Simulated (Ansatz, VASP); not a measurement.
## One calculation of GaN, two programs

```
Ga N
1.0
     3.39038    0.00000    0.00000
    -1.69519    2.93615    0.00000
     0.00000    0.00000    4.97630
Ga N
2 2
Cartesian
  0.0000 1.9574 1.2441
  1.6952 0.9787 3.7322
  1.6952 0.9787 1.2441
  0.0000 1.9574 3.7322
```

Alike in both runs: task single point; functional PBE; k mesh 9 × 9 × 4; no spin polarisation.

|  | VASP | Ansatz |
| --- | --- | --- |
| version | VASP 6.6.1 | Ansatz 0.2.0 |
| potentials or method | VASP PAW PBE potentials, release 64 (Ga_d, N) | plane waves, PAW |
| plane-wave cutoff (eV) | 520 | 420 |
| occupations | gaussian, width 0.01 eV | fixed |
| valence electrons in the cell | 36 | 36 |

```csv
,VASP,Ansatz,Ansatz less VASP
gap on the k mesh at the Fermi level (eV),0.68,0.68,-0.001
pressure (GPa),-8.7,-8.9,-0.17
"traceless stress, the component that is largest in VASP (GPa)",3.76,3.82,+0.058
```
